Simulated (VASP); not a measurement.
# ZnSe (F-43m) in VASP: notebook

Runs on ZnSe. Level: PBEsol. Tasks: relaxation of cell and atoms.

Program: VASP 6.6.1. These are calculated values, not measurements. Logs are shortened: lines on timing, memory, paths and dates and some standing lists are left out, and cuts for length are marked.

### 1 The cell of the first run

Symmetry: F-43m, No. 216, cubic system. The conventional cell has a = 5.633 Å, b = 5.633 Å, c = 5.633 Å, α = 90.00°, β = 90.00°, γ = 90.00°. Zn (site symmetry -43m) has 4 Se at 2.44 Å within 3.2 Å. Within 3.2 Å of Se (site symmetry -43m) lie 4 Zn at 2.44 Å.

### 2 Relaxation of cell and atoms, PBEsol, target pressure 10 GPa, at which the enthalpy is minimised

INCAR

```
ALGO = Normal
EDIFF = 1E-6
EDIFFG = -0.002
ENCUT = 600
GGA = PS
IBRION = 2
ISIF = 3
ISMEAR = 0
LASPH = T
LCHARG = F
LREAL = F
LWAVE = F
NELM = 60
NSW = 100
PREC = Accurate
PSTRESS = 100.0
SIGMA = 0.01
```

KPOINTS

```
k-points
0
Gamma
  8 8 8
```

POSCAR

```
ZnSe
1.0
    0.0000000000      2.8165937340      2.8165937340
    2.8165937340      0.0000000000      2.8165937340
    2.8165937340      2.8165937340      0.0000000000
Zn Se
1 1
Direct
    0.0000000000      0.0000000000      0.0000000000
    0.7500000000      0.7500000000      0.7500000000
```

Potentials or basis: VASP PAW PBE potentials, release 64 (Zn, Se).

Command:

```
$ cat potpaw_PBE.64/Zn/POTCAR potpaw_PBE.64/Se/POTCAR > POTCAR
$ mpirun -np 1 vasp_std > vasp.out
```

OUTCAR:

```text
EDIFF = 1E-6
   EDIFFG = -0.002
   ENCUT = 600
   GGA = PS
   IBRION = 2
   ISIF = 3
   ISMEAR = 0
   LASPH = T
   LREAL = F
   NELM = 60
   NSW = 100
   PREC = Accurate
   PSTRESS = 100.0

 ion  position               nearest neighbor table
   1  0.000  0.000  0.000-   2 2.44   2 2.44   2 2.44   2 2.44
   2  0.750  0.750  0.750-   1 2.44   1 2.44   1 2.44   1 2.44

  LATTYP: Found a face centered cubic cell.
 ALAT       =     5.6331874680

  Lattice vectors:

 A1 = (   0.0000000000,   2.8165937340,   2.8165937340)
 A2 = (   2.8165937340,   0.0000000000,   2.8165937340)
 A3 = (   2.8165937340,   2.8165937340,   0.0000000000)

Analysis of symmetry for initial positions (statically):
=====================================================================
 Subroutine PRICEL returns:
 Original cell was already a primitive cell.

 Routine SETGRP: Setting up the symmetry group for a
 face centered cubic supercell.

 Subroutine GETGRP returns: Found 24 space group operations
 (whereof 24 operations were pure point group operations)
 out of a pool of 48 trial point group operations.

The static configuration has the point symmetry T_d .

Analysis of symmetry for dynamics (positions and initial velocities):
=====================================================================
 Subroutine PRICEL returns:
 Original cell was already a primitive cell.

 Routine SETGRP: Setting up the symmetry group for a
 face centered cubic supercell.

 Subroutine GETGRP returns: Found 24 space group operations
 (whereof 24 operations were pure point group operations)
 out of a pool of 48 trial point group operations.

The dynamic configuration has the point symmetry T_d .

 Subroutine INISYM returns: Found 24 space group operations
 (whereof 24 operations are pure point group operations),
 and found     1 'primitive' translations

----------------------------------------------------------------------------------------

                                     Primitive cell

  volume of cell :      44.6892

  direct lattice vectors                    reciprocal lattice vectors
     0.000000000  2.816593734  2.816593734    -0.177519389  0.177519389  0.177519389
     2.816593734  0.000000000  2.816593734     0.177519389 -0.177519389  0.177519389
     2.816593734  2.816593734  0.000000000     0.177519389  0.177519389 -0.177519389

  length of vectors
     3.983265058  3.983265058  3.983265058     0.307472602  0.307472602  0.307472602

  position of ions in fractional coordinates (direct lattice)
     0.000000000  0.000000000  0.000000000
     0.750000000  0.750000000  0.750000000

  ion indices of the primitive-cell ions
   primitive index   ion index
                 1           1
                 2           2

----------------------------------------------------------------------------------------

 KPOINTS: k-points

Automatic generation of k-mesh.
 Grid dimensions read from file:
 generate k-points for:    8    8    8

 Generating k-lattice:

  Cartesian coordinates                     Fractional coordinates (reciprocal lattice)
    -0.022189924  0.022189924  0.022189924     0.125000000  0.000000000  0.000000000
     0.022189924 -0.022189924  0.022189924     0.000000000  0.125000000  0.000000000
     0.022189924  0.022189924 -0.022189924     0.000000000  0.000000000  0.125000000

  Length of vectors
     0.038434075  0.038434075  0.038434075

  Shift w.r.t. Gamma in fractional coordinates (k-lattice)
     0.000000000  0.000000000  0.000000000

 Subroutine IBZKPT returns following result:
 ===========================================

 Found     29 irreducible k-points:

 Following reciprocal coordinates:
            Coordinates               Weight
  0.000000  0.000000  0.000000      1.000000
  0.125000  0.000000  0.000000      8.000000
  0.250000  0.000000  0.000000      8.000000
  0.375000  0.000000  0.000000      8.000000
  0.500000  0.000000  0.000000      4.000000
  0.125000  0.125000  0.000000      6.000000
[... 16 lines left out ...]
  0.500000  0.250000  0.125000     48.000000
 -0.375000  0.250000  0.125000     24.000000
 [... further k-points ...]
   k-points           NKPTS =     29   k-points in BZ     NKDIM =     29   number of bands    NBANDS=     13
   number of dos      NEDOS =    301   number of ions     NIONS =      2
   total plane-waves  NPLWV =  32768
   dimension x,y,z NGX =    32 NGY =   32 NGZ =   32
   dimension x,y,z NGXF=    64 NGYF=   64 NGZF=   64
   ions per type =               1   1
   NGX,Y,Z   is equivalent  to a cutoff of  13.36, 13.36, 13.36 a.u.
   NGXF,Y,Z  is equivalent  to a cutoff of  26.71, 26.71, 26.71 a.u.
 SYSTEM =  unknown system
   PREC   = accura    normal or accurate (medium, high low for compatibility)
   ISTART =      0    job   : 0-new  1-cont  2-samecut
   ICHARG =      2    charge: 1-file 2-atom 10-const
   ISPIN  =      1    spin polarized calculation?
   LNONCOLLINEAR =      F non collinear calculations
   LSORBIT =      F    spin-orbit coupling
   LASPH  =      T    aspherical Exc in radial PAW
   ENCUT  =  600.0 eV  44.10 Ry    6.64 a.u.   7.96  7.96  7.96*2*pi/ulx,y,z
   NELM   =     60;   NELMIN=  2; NELMDL= -5     # of ELM steps
   EDIFF  = 0.1E-05   stopping-criterion for ELM
   LREAL  =      F    real-space projection
   EDIFFG = -.2E-02   stopping-criterion for IOM
   NSW    =    100    number of steps for IOM
   IBRION =      2    ionic relax: 0-MD 1-quasi-New 2-CG
   NFREE  =      1    steps in history (QN), initial steepest desc. (CG)
   ISIF   =      3    stress and relaxation
   ISYM   =      2    0-nonsym 1-usesym 2-fastsym
   POTIM  = 0.5000    time-step for ionic-motion
   TEBEG  =    0.0;   TEEND  =   0.0 temperature during run
   PSTRESS=  100.0 pullay stress
   NELECT =      18.0000    total number of electrons
   NUPDOWN=      -1.0000    fix difference up-down
   EMIN   =  10.00;   EMAX   =-10.00  energy-range for DOS
   EFERMI =   0.00;   METHOD = LEGACY
   ISMEAR =     0;   SIGMA  =   0.01  broadening in eV -4-tet -1-fermi 0-gaus
   EFERMI_NEDOS =   21; number of points for ismear=-14 and -15
   IALGO  =     38    algorithm
   IMIX   =      4    mixing-type and parameters
     AMIX     =   0.40;   BMIX     =  1.00
     AMIX_MAG =   1.60;   BMIX_MAG =  1.00
  volume/ion in A,a.u.               =      22.34       150.79
  Fermi-wavevector in a.u.,A,eV,Ry     =   1.209014  2.284706 19.887850  1.461716
  Thomas-Fermi vector in A             =   2.344605
   LORBIT       =      0    0 simple, 1 ext, 2 COOP (PROOUT), +10 PAW based schemes
   GGA     = PS    functional components
   LHFCALC =     F    Hartree Fock is set to
   AEXX    =    0.0000 exact exchange contribution
   IVDW    =     0    specifies the selected vdW correction
   LEPSILON=     F    determine dielectric tensor
   LRPA    =     F    only Hartree local field effects (RPA)
 conjugate gradient relaxation of ions
 non-spin polarized calculation
 Gauss-broadening in eV      SIGMA  =   0.01
  energy-cutoff  :      600.00
  volume of cell :       44.69
 maximum number of plane-waves:      1524
   NGX = 15   NGY = 15   NGZ = 15

--------------------------------------- Ionic step        1  -------------------------------------------

 number of electron      17.9999985 magnetization

 Free energy of the ion-electron system (eV)
  ---------------------------------------------------
  ext. energy  EPLUGINS =         0.00000000
  ---------------------------------------------------
  free energy    TOTEN  =        -6.77296770 eV

  energy without entropy =       -6.77296770  energy(sigma->0) =       -6.77296770

 E-fermi :   1.7013     XC(G=0):  -9.6097

 val. band max:        1.6464364298   @ k =   0.0000   0.0000   0.0000
 cond. band min:       2.8896282992   @ k =   0.0000   0.0000   0.0000
 fundamental gap:      1.2431918694
 Fermi energy:         1.7013322893

 k-point     1 :       0.0000    0.0000    0.0000
  band No.  band energies     occupation
      1     -11.7591      2.00000
      2      -4.9799      2.00000
      3      -4.9799      2.00000
      4      -4.9799      2.00000
      5      -4.5916      2.00000
      6      -4.5916      2.00000
      7       1.6464      2.00000
      8       1.6464      2.00000
      9       1.6464      2.00000
     10       2.8896      0.00000
     11       7.3715      0.00000
     12       7.3715      0.00000
     13       7.3715      0.00000
[... 353 lines left out ...]
 k-point    24 :      -0.3750    0.2500    0.1250
  band No.  band energies     occupation
      1     -10.7911      2.00000
      2      -4.8749      2.00000
      3      -4.8335      2.00000
      4      -4.6284      2.00000
      5      -4.5848      2.00000
      6      -4.3736      2.00000
      7      -3.3983      2.00000
      8      -0.8616      2.00000
      9       0.1170      2.00000
     10       5.8577      0.00000
     11       7.0572      0.00000
     12       9.0303      0.00000
     13      10.2674      0.00000

 [... further k-points ...]
[... 5 lines left out ...]
  --------------------------------------------------------------------------------------
  -------------------------------------------------------------------------------------
  Total        0.0700359      0.0700359      0.0700359      0.0000000      0.0000000     -0.0000000
  in kB        2.5108947      2.5108947      2.5108947      0.0000000      0.0000000     -0.0000000
  external PRESSURE =     -97.4891053 kB  Pullay stress =     100.0000000 kB
[... 213 lines left out ...]
  enthalpy is  TOTEN    =        -4.1444647697 eV   P V=        2.4894542455

--------------------------------------- Ionic step        7  -------------------------------------------

 number of electron      18.0000003 magnetization

 Free energy of the ion-electron system (eV)
  ---------------------------------------------------
  ext. energy  EPLUGINS =         0.00000000
  ---------------------------------------------------
  free energy    TOTEN  =        -6.63418338 eV

  energy without entropy =       -6.63418338  energy(sigma->0) =       -6.63418338

 E-fermi :   2.8182     XC(G=0): -10.1390

 val. band max:        2.7135771011   @ k =   0.0000   0.0000   0.0000
 cond. band min:       4.4345897801   @ k =   0.0000   0.0000   0.0000
 fundamental gap:      1.7210126790
 Fermi energy:         2.8182453117

 k-point     1 :       0.0000    0.0000    0.0000
  band No.  band energies     occupation
      1     -11.5195      2.00000
      2      -4.4272      2.00000
      3      -4.4272      2.00000
      4      -4.4272      2.00000
      5      -3.9246      2.00000
      6      -3.9246      2.00000
      7       2.7136      2.00000
      8       2.7136      2.00000
      9       2.7136      2.00000
     10       4.4346      0.00000
     11       8.3691      0.00000
     12       8.3691      0.00000
     13       8.3691      0.00000
[... 353 lines left out ...]
 k-point    24 :      -0.3750    0.2500    0.1250
  band No.  band energies     occupation
      1     -10.2963      2.00000
      2      -4.3092      2.00000
      3      -4.2453      2.00000
      4      -3.9910      2.00000
      5      -3.9185      2.00000
      6      -3.6506      2.00000
      7      -3.0251      2.00000
      8      -0.2168      2.00000
      9       0.8653      2.00000
     10       7.2300      0.00000
     11       7.9966      0.00000
     12      10.3864      0.00000
     13      11.6853      0.00000

 [... further k-points ...]
[... 5 lines left out ...]
  --------------------------------------------------------------------------------------
  -------------------------------------------------------------------------------------
  Total        2.4869480      2.4869480      2.4869480     -0.0000000     -0.0000000      0.0000000
  in kB       99.8887138     99.8887138     99.8887138     -0.0000000     -0.0000000      0.0000000
  external PRESSURE =      -0.1112862 kB  Pullay stress =     100.0000000 kB
[... 17 lines left out ...]
  FREE ENERGIE OF THE ION-ELECTRON SYSTEM (eV)
  ---------------------------------------------------
  free  energy   TOTEN  =        -6.6341833838 eV

  energy  without entropy=       -6.6341833838  energy(sigma->0) =       -6.63418338

  enthalpy is  TOTEN    =        -4.1444646914 eV   P V=        2.4897186924

 reached required accuracy - stopping structural energy minimisation
```

Run time: 67 s. Hardware: 1 thread of AMD EPYC 7R13, shared host; peak memory 0.2 GiB.

What came out:

```yaml
Free_energy: -6.6342 eV
Relaxed_volume: 19.94 Å³/atom
Relaxed_cell: a = 3.835 Å, b = 3.835 Å, c = 3.835 Å, α = 60.00°, β = 60.00°, γ = 60.00°
Space_group_after_relaxing_to_0.05_Å: F-43m (No. 216)
Energy_change_on_relaxing_the_enthalpy_is_what_falls: +69.4 meV/atom
Ionic_steps: 7
Pressure_after_relaxing: 10.0 GPa
Band_gap_on_the_k_mesh: 1.72 eV, direct
```

The path:
```
step  energy change (eV)  largest force (eV/Å)  pressure (GPa)  volume (Å³)
   1              0.0000                0.0000            0.25        44.69
   2              0.4680                0.0000           21.56        36.46
   3              0.1355                0.0000            9.87        39.94
   4              0.1412                0.0000           10.07        39.85
   5              0.1384                0.0000            9.94        39.90
   6              0.1390                0.0000           10.04        39.89
   7              0.1388                0.0000            9.99        39.89
```

Final structure:
```
Zn Se
1.0
     0.00000    2.71192    2.71192
     2.71192    0.00000    2.71192
     2.71192    2.71192    0.00000
Zn Se
1 1
Direct
  0.00000 0.00000 0.00000
  0.75000 0.75000 0.75000
```

Caveat: the cell is relaxed towards a set pressure, so the enthalpy falls and the energy may rise; the PAW data sets were made with another functional, which shifts forces and pressure a little. A hybrid or GW would open this gap; PBEsol tends to underestimate it.

### 3 Relaxation of cell and atoms, PBEsol, target pressure 15 GPa, at which the enthalpy is minimised

INCAR

```
PREC = Accurate ; ENCUT = 600
EDIFF = 1E-6 ; ISMEAR = 0
SIGMA = 0.01 ; LREAL = F
LASPH = T ; NELM = 100
ALGO = Normal ; ISIF = 3
LWAVE = F ; LCHARG = F
GGA = PS ; IBRION = 2
NSW = 100 ; EDIFFG = -0.002
PSTRESS = 150.0
```

KPOINTS

```
Automatic mesh
0
Gamma
  8 8 8
```

POSCAR is that of step 2.

Potentials or basis: VASP PAW PBE potentials, release 64 (Zn, Se).

Command:

```
$ cat potpaw_PBE.64/Zn/POTCAR potpaw_PBE.64/Se/POTCAR > POTCAR
$ mpirun -np 1 vasp_std > vasp.out
```

OUTCAR:

```text
PREC = Accurate
   ENCUT = 600
   EDIFF = 1E-6
   ISMEAR = 0
   LREAL = F
   LASPH = T
   NELM = 100
   ISIF = 3
   GGA = PS
   IBRION = 2
   NSW = 100
   EDIFFG = -0.002
   PSTRESS = 150.0

 ion  position               nearest neighbor table
   1  0.000  0.000  0.000-   2 2.44   2 2.44   2 2.44   2 2.44
   2  0.750  0.750  0.750-   1 2.44   1 2.44   1 2.44   1 2.44

  LATTYP: Found a face centered cubic cell.
 ALAT       =     5.6331874680

  Lattice vectors:

 A1 = (   0.0000000000,   2.8165937340,   2.8165937340)
 A2 = (   2.8165937340,   0.0000000000,   2.8165937340)
 A3 = (   2.8165937340,   2.8165937340,   0.0000000000)

Analysis of symmetry for initial positions (statically):
[... 161 lines left out ...]
 maximum number of plane-waves:      1524
   NGX = 15   NGY = 15   NGZ = 15

--------------------------------------- Ionic step        1  -------------------------------------------

 number of electron      17.9999985 magnetization

 Free energy of the ion-electron system (eV)
  ---------------------------------------------------
  ext. energy  EPLUGINS =         0.00000000
  ---------------------------------------------------
  free energy    TOTEN  =        -6.77296770 eV

  energy without entropy =       -6.77296770  energy(sigma->0) =       -6.77296770

 E-fermi :   1.7013     XC(G=0):  -9.6097

 val. band max:        1.6464364298   @ k =   0.0000   0.0000   0.0000
 cond. band min:       2.8896282992   @ k =   0.0000   0.0000   0.0000
 fundamental gap:      1.2431918694
 Fermi energy:         1.7013322893
[... 1080 lines left out ...]
--------------------------------------- Ionic step        9  -------------------------------------------

 number of electron      17.9999989 magnetization

 Free energy of the ion-electron system (eV)
  ---------------------------------------------------
  ext. energy  EPLUGINS =         0.00000000
  ---------------------------------------------------
  free energy    TOTEN  =        -6.50494404 eV

  energy without entropy =       -6.50494404  energy(sigma->0) =       -6.50494404

 E-fermi :   3.2690     XC(G=0): -10.3431

 val. band max:        3.1543577730   @ k =   0.0000   0.0000   0.0000
 cond. band min:       5.0650490341   @ k =   0.0000   0.0000   0.0000
 fundamental gap:      1.9106912610
 Fermi energy:         3.2690164808
[... 417 lines left out ...]
  energy  without entropy=       -6.5049440431  energy(sigma->0) =       -6.50494404

  enthalpy is  TOTEN    =        -2.9265732104 eV   P V=        3.5783708327

 reached required accuracy - stopping structural energy minimisation
```

CONTCAR:

```text
ZnSe
   1.00000000000000
     0.0000000000000000    2.6735699893048754    2.6735699893048754
     2.6735699893048754    0.0000000000000000    2.6735699893048754
     2.6735699893048754    2.6735699893048754    0.0000000000000000
  Zn              Se
     1     1
Direct
     0.0000000000000000    0.0000000000000000    0.0000000000000000
     0.7500000000000000    0.7500000000000000    0.7500000000000000

  0.00000000E+00  0.00000000E+00  0.00000000E+00
  0.00000000E+00  0.00000000E+00  0.00000000E+00
```

It took 78 s on 1 thread of AMD EPYC 7R13, shared host; peak memory 0.2 GiB.

Results:

| Quantity | Value |
| --- | --- |
| Free energy | -6.5049 eV |
| Relaxed volume | 19.11 Å³/atom |
| Relaxed cell | a = 3.781 Å, b = 3.781 Å, c = 3.781 Å, α = 60.00°, β = 60.00°, γ = 60.00° |
| Space group after relaxing (to 0.05 Å) | F-43m (No. 216) |
| Energy change on relaxing (the enthalpy is what falls) | +134.0 meV/atom |
| Ionic steps | 9 |
| Pressure after relaxing | 15.0 GPa |
| Band gap on the k mesh | 1.91 eV, direct |

Step by step:
```csv
step,energy change (eV),largest force (eV/Å),pressure (GPa),volume (Å³)
1,0.0000,0.0000,0.25,44.69
2,1.2071,0.0000,42.46,32.66
3,0.2509,0.0000,14.38,38.41
4,0.2653,0.0000,14.89,38.25
5,0.2768,0.0000,15.30,38.13
6,0.2600,0.0000,14.76,38.31
7,0.2678,0.0000,14.98,38.22
8,0.2684,0.0000,15.03,38.22
9,0.2680,0.0000,15.01,38.22
```

Final structure:
```
Zn Se
1.0
     0.00000    2.67357    2.67357
     2.67357    0.00000    2.67357
     2.67357    2.67357    0.00000
Zn Se
1 1
Direct
  0.00000 0.00000 0.00000
  0.75000 0.75000 0.75000
```

Caveat: the cell is relaxed towards a set pressure, so the enthalpy falls and the energy may rise; the PAW data sets were made with another functional, which shifts forces and pressure a little. A k mesh can miss the band edges.
